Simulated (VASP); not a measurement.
# ReP (Fm-3m) in VASP: further runs, part 2 of 2

VASP 6.6.1. The steps go on from the part before.

### 3 Single point, PBE (14.03 Å³/atom)

This run uses another cell than the first one, of 14.03 Å³/atom.

INCAR

```
PREC     = Accurate       # precision mode
ENCUT    = 520            # plane-wave cutoff, eV
EDIFF    = 1E-6           # SCF threshold, eV
ISMEAR   = 0              # smearing method
SIGMA    = 0.05           # smearing width, eV
LREAL    = False          # projectors in reciprocal space
LASPH    = True           # aspherical terms in the spheres
NELM     = 80             # most SCF steps
ALGO     = Normal         # electronic algorithm
ISIF     = 2              # what is computed and relaxed
LWAVE    = False          # write WAVECAR
LCHARG   = True           # write CHGCAR
GGA      = PE             # functional
LELF     = True           # ELF
LVHAR    = True         
NBANDS   = 13             # bands
```

KPOINTS

```
Automatic mesh
0
Gamma
  12 12 12
```

POSCAR

```
ReP
1.0
    0.0000000000      2.4120646174      2.4120646174
    2.4120646174      0.0000000000      2.4120646174
    2.4120646174      2.4120646174      0.0000000000
Re P
1 1
Direct
    0.5000000000      0.5000000000      0.5000000000
    0.0000000000      0.0000000000      0.0000000000
```

Potentials or basis: VASP PAW PBE potentials, release 64 (Re, P).

Started as:

```console
cat potpaw_PBE.64/Re/POTCAR potpaw_PBE.64/P/POTCAR > POTCAR
mpirun -np 1 vasp_std > vasp.out
```

OUTCAR:

```text
PREC = Accurate
   ENCUT = 520
   EDIFF = 1E-6
   ISMEAR = 0
   LREAL = False
   LASPH = True
   NELM = 80
   ISIF = 2
   GGA = PE

 ion  position               nearest neighbor table
   1  0.500  0.500  0.500-   2 2.41   2 2.41   2 2.41   2 2.41   2 2.41   2 2.41
   2  0.000  0.000  0.000-   1 2.41   1 2.41   1 2.41   1 2.41   1 2.41   1 2.41

  LATTYP: Found a face centered cubic cell.
 ALAT       =     4.8241292348

  Lattice vectors:

 A1 = (   0.0000000000,   2.4120646174,   2.4120646174)
 A2 = (   2.4120646174,   0.0000000000,   2.4120646174)
 A3 = (   2.4120646174,   2.4120646174,   0.0000000000)

Analysis of symmetry for initial positions (statically):
=====================================================================
 Subroutine PRICEL returns:
 Original cell was already a primitive cell.

 Routine SETGRP: Setting up the symmetry group for a
 face centered cubic supercell.

 Subroutine GETGRP returns: Found 48 space group operations
 (whereof 48 operations were pure point group operations)
 out of a pool of 48 trial point group operations.

The static configuration has the point symmetry O_h .

Analysis of symmetry for dynamics (positions and initial velocities):
=====================================================================
 Subroutine PRICEL returns:
 Original cell was already a primitive cell.

 Routine SETGRP: Setting up the symmetry group for a
 face centered cubic supercell.

 Subroutine GETGRP returns: Found 48 space group operations
 (whereof 48 operations were pure point group operations)
 out of a pool of 48 trial point group operations.

The dynamic configuration has the point symmetry O_h .

 Subroutine INISYM returns: Found 48 space group operations
 (whereof 48 operations are pure point group operations),
 and found     1 'primitive' translations

----------------------------------------------------------------------------------------

                                     Primitive cell

  volume of cell :      28.0671
[... 118 lines left out ...]
   LEPSILON=     F    determine dielectric tensor
   LRPA    =     F    only Hartree local field effects (RPA)
 non-spin polarized calculation
 Gauss-broadening in eV      SIGMA  =   0.05
  energy-cutoff  :      520.00
  volume of cell :       28.07
 maximum number of plane-waves:       769
 NGX is ok and might be reduce to    28
   NGX = 13   NGY = 13   NGZ = 13

 number of electron      11.9999999 magnetization

 Free energy of the ion-electron system (eV)
  ---------------------------------------------------
  ext. energy  EPLUGINS =         0.00000000
  ---------------------------------------------------
  free energy    TOTEN  =       -16.47931928 eV

  energy without entropy =      -16.47620668  energy(sigma->0) =      -16.47776298

 E-fermi :   9.7916     XC(G=0): -12.6914

 val. band max:        9.7692572860   @ k =   0.1667   0.0833   0.0000
 cond. band min:       9.8054286331   @ k =  -0.4167   0.3333   0.0833
 fundamental gap:      0.0361713471
 Fermi energy:         9.7916122369

 k-point     1 :       0.0000    0.0000    0.0000
  band No.  band energies     occupation
      1      -5.3398      2.00000
      2       6.6595      2.00000
      3       6.6595      2.00000
      4       6.6595      2.00000
      5       7.1395      2.00000
      6       7.1395      2.00000
      7       9.4969      2.00000
      8       9.4969      2.00000
      9       9.4969      2.00000
     10      16.5324      0.00000
     11      18.6522      0.00000
     12      23.7552      0.00000
     13      23.7552      0.00000
[... 354 lines left out ...]
  band No.  band energies     occupation
      1      -1.8731      2.00000
      2       1.2566      2.00000
      3       3.8563      2.00000
      4       4.0948      2.00000
      5       9.2720      2.00000
      6       9.3502      2.00000
      7      10.0050      0.00000
      8      13.5204      0.00000
      9      14.7634      0.00000
     10      15.0724      0.00000
     11      18.7330      0.00000
     12      19.3254      0.00000
     13      21.0640      0.00000

 [... further k-points ...]

------------------------ aborting loop because EDIFF is reached ----------------------------------------

  FORCE on cell =-STRESS in cart. coord.  units (eV):
  Direction    XX          YY          ZZ          XY          YZ          ZX
  --------------------------------------------------------------------------------------
  -------------------------------------------------------------------------------------
  Total        2.6851849      2.6851849      2.6851849      0.0000000     -0.0000000      0.0000000
  in kB      153.2808715    153.2808715    153.2808715      0.0000000     -0.0000000      0.0000000
  external PRESSURE =     153.2808715 kB  Pullay stress =       0.0000000 kB

 VOLUME and BASIS-vectors are now :
 -----------------------------------------------------------------------------
  energy-cutoff  :      520.00
  volume of cell :       28.07
      direct lattice vectors                 reciprocal lattice vectors
     0.000000000  2.412064617  2.412064617    -0.207291296  0.207291296  0.207291296
     2.412064617  0.000000000  2.412064617     0.207291296 -0.207291296  0.207291296
     2.412064617  2.412064617  0.000000000     0.207291296  0.207291296 -0.207291296

 POSITION                                       TOTAL-FORCE (eV/Angst)
 -----------------------------------------------------------------------------------
      2.41206      2.41206      2.41206         0.000000      0.000000     -0.000000
      0.00000      0.00000      0.00000        -0.000000     -0.000000      0.000000
 -----------------------------------------------------------------------------------
    total drift:                                0.000000      0.000000      0.000000

  FREE ENERGIE OF THE ION-ELECTRON SYSTEM (eV)
  ---------------------------------------------------
  free  energy   TOTEN  =       -16.4793192757 eV

  energy  without entropy=      -16.4762066782  energy(sigma->0) =      -16.47776298
```

OSZICAR:

```text
N       E                     dE             d eps       ncg     rms          rms(c)
DAV:   1     0.224550113451E+02    0.22455E+02   -0.55811E+03  3103   0.101E+03
DAV:   2    -0.164645428290E+02   -0.38920E+02   -0.36145E+02  3153   0.212E+02
DAV:   3    -0.173520661561E+02   -0.88752E+00   -0.88319E+00  2691   0.326E+01
DAV:   4    -0.173554628930E+02   -0.33967E-02   -0.33910E-02  2798   0.144E+00
DAV:   5    -0.173555288132E+02   -0.65920E-04   -0.65912E-04  2592   0.177E-01    0.333E+01
DAV:   6    -0.165419923854E+02    0.81354E+00   -0.33057E+00  3143   0.386E+01    0.109E+01
DAV:   7    -0.164978577550E+02    0.44135E-01   -0.20974E-01  3096   0.856E+00    0.765E+00
DAV:   8    -0.164799808256E+02    0.17877E-01   -0.46826E-02  3207   0.426E+00    0.384E-01
DAV:   9    -0.164793579452E+02    0.62288E-03   -0.19397E-03  3058   0.845E-01    0.244E-01
DAV:  10    -0.164793304915E+02    0.27454E-04   -0.22979E-04  3088   0.198E-01    0.216E-02
DAV:  11    -0.164793209540E+02    0.95375E-05   -0.32998E-05  3028   0.976E-02    0.974E-03
DAV:  12    -0.164793196880E+02    0.12659E-05   -0.68369E-07  1411   0.186E-02    0.316E-03
DAV:  13    -0.164793192757E+02    0.41238E-06   -0.63362E-07  1306   0.136E-02
   1 F= -.16479319E+02 E0= -.16477763E+02  d E =-.311260E-02
```

stdout:

```text
POSCAR found type information on POSCAR ReP
 POSCAR found :  2 types and       2 ions
 scaLAPACK will be used
 LDA part: xc-table for (Slater+PW92), standard interpolation
 POSCAR, INCAR and KPOINTS ok, starting setup
 FFT: planning ... GRIDC
 FFT: planning ... GRID_SOFT
 FFT: planning ... GRID
 WAVECAR not read
 entering main loop
```

Wall time 44 s (1 thread of Intel Xeon 8259CL, shared host); peak memory 0.17 GiB.

Results:

```
Free energy            : -16.4793 eV
Pressure               : 15.3 GPa
Band gap on the k mesh : zero (bands 6 and 7 overlap by 0.82 eV)
```

Levels at points of the mesh, in eV from the Fermi level:
| k point | band 3 | band 4 | band 5 | band 6 | band 7 | band 8 | band 9 | band 10 |
| --- | --- | --- | --- | --- | --- | --- | --- | --- |
| (0.00, 0.00, 0.00) | -3.13 | -3.13 | -2.65 | -2.65 | -0.29 | -0.29 | -0.29 | 6.74 |
| (0.50, 0.00, 0.00) | -5.94 | -5.94 | -0.24 | -0.24 | 0.68 | 3.27 | 6.28 | 6.28 |
| (0.50, 0.50, 0.00) | -5.23 | -2.62 | -2.62 | -1.43 | 0.56 | 0.57 | 0.57 | 5.00 |

Caveat: the cell stands under pressure; spin-orbit coupling is left out, which moves the levels of the heavy elements.

### 4 Single point, PBE (14.55 Å³/atom)

This run uses another cell than the first one, of 14.55 Å³/atom.

INCAR

```
ALGO     = Normal         # electronic algorithm
EDIFF    = 1E-7           # SCF threshold, eV
ENCUT    = 520            # plane-wave cutoff, eV
GGA      = PE             # functional
ISIF     = 2              # what is computed and relaxed
ISMEAR   = 0              # smearing method
LASPH    = True           # aspherical terms in the spheres
LCHARG   = True           # write CHGCAR
LELF     = True           # ELF
LREAL    = False          # projectors in reciprocal space
LVHAR    = True         
LWAVE    = False          # write WAVECAR
NBANDS   = 13             # bands
NELM     = 80             # most SCF steps
PREC     = Accurate       # precision mode
SIGMA    = 0.05           # smearing width, eV
```

KPOINTS

```
k-points
0
Gamma
  12 12 12
```

POSCAR

```
ReP
1.0
    0.0000000000      2.4414829388      2.4414829388
    2.4414829388      0.0000000000      2.4414829388
    2.4414829388      2.4414829388      0.0000000000
Re P
1 1
Direct
    0.5000000000      0.5000000000      0.5000000000
    0.0000000000      0.0000000000      0.0000000000
```

Started as:

```console
cat potpaw_PBE.64/Re/POTCAR potpaw_PBE.64/P/POTCAR > POTCAR
mpirun -np 1 vasp_std > vasp.out
```

Wall time 56 s (1 thread of Intel Xeon 8259CL, shared host); peak memory 0.17 GiB.

The run converged. Its results:

```
Free energy            : -16.5468 eV
Pressure               : 5.6 GPa
Band gap on the k mesh : zero (bands 6 and 7 overlap by 0.80 eV)
```

Levels at points of the mesh, in eV from the Fermi level:
```tsv
k point	band 2	band 3	band 4	band 5	band 6	band 7	band 8	band 9	band 10	band 11
(0.00, 0.00, 0.00)	-2.93	-2.93	-2.93	-2.50	-2.50	-0.29	-0.29	-0.29	6.30	8.95
(0.50, 0.00, 0.00)	-8.83	-5.70	-5.70	-0.23	-0.23	0.62	3.32	6.25	6.25	7.48
(0.50, 0.50, 0.00)	-6.01	-4.92	-2.55	-2.55	-1.35	0.51	0.54	0.54	4.62	11.68
```

Caveat: the cell stands under pressure; spin-orbit coupling is left out, which moves the levels of the heavy elements.

### 5 Single point, PBE (15.15 Å³/atom)

This run uses another cell than the first one, of 15.15 Å³/atom.

INCAR

```
  PREC = Accurate
  ENCUT = 520
  EDIFF = 1E-7
  ISMEAR = 0
  SIGMA = 0.05
  LREAL = F
  LASPH = T
  NELM = 100
  ALGO = Normal
  ISIF = 2
  LWAVE = F
  LCHARG = F
  GGA = PE
  NBANDS = 13
```

KPOINTS

```
Automatic mesh
0
Gamma
  12 12 12
```

POSCAR

```
ReP
1.0
    0.0000000000      2.4742584329      2.4742584329
    2.4742584329      0.0000000000      2.4742584329
    2.4742584329      2.4742584329      0.0000000000
Re P
1 1
Direct
    0.5000000000      0.5000000000      0.5000000000
    0.0000000000      0.0000000000      0.0000000000
```

Started as:

```console
cat potpaw_PBE.64/Re/POTCAR potpaw_PBE.64/P/POTCAR > POTCAR
mpirun -np 1 vasp_std > vasp.out
```

Wall time 51 s (1 thread of Intel Xeon 8259CL, shared host); peak memory 0.18 GiB.

Results (log left out):

- Free energy: -16.5543 eV
- Pressure: -3.4 GPa
- Band gap on the k mesh: zero (bands 6 and 7 overlap by 0.79 eV)

Levels at points of the mesh, in eV from the Fermi level:
```tsv
k point	band 3	band 4	band 5	band 6	band 7	band 8	band 9	band 10
(0.00, 0.00, 0.00)	-2.73	-2.73	-2.33	-2.33	-0.29	-0.29	-0.29	5.82
(0.50, 0.00, 0.00)	-5.44	-5.44	-0.21	-0.21	0.57	3.36	6.22	6.22
(0.50, 0.50, 0.00)	-4.61	-2.47	-2.47	-1.26	0.46	0.51	0.51	4.24
```

Caveat: the cell stands under tension; spin-orbit coupling is left out, which moves the levels of the heavy elements.

### 6 The runs side by side

| cell | gap on the mesh (eV) | pressure (GPa) |
| --- | --- | --- |
| a = 3.429 Å, angles 60.0°, 2 atoms | none | 10.9 |
| a = 3.411 Å, angles 60.0°, 2 atoms | none | 15.3 |
| a = 3.453 Å, angles 60.0°, 2 atoms | none | 5.6 |
| a = 3.499 Å, angles 60.0°, 2 atoms | none | -3.4 |

Alike in all rows: task single point; level PBE; potentials or basis VASP PAW PBE potentials, release 64 (Re, P); no spin polarisation; k mesh 12 × 12 × 12; cutoff (eV) 520; smearing gaussian 0.05 eV.

Caveats: spin-orbit coupling is left out, which moves the levels of the heavy elements; the cell stands under pressure (at least some runs); the cell stands under tension (at least some runs).

Total energies depend on the potentials used, so only differences within one code and one set of settings carry meaning.
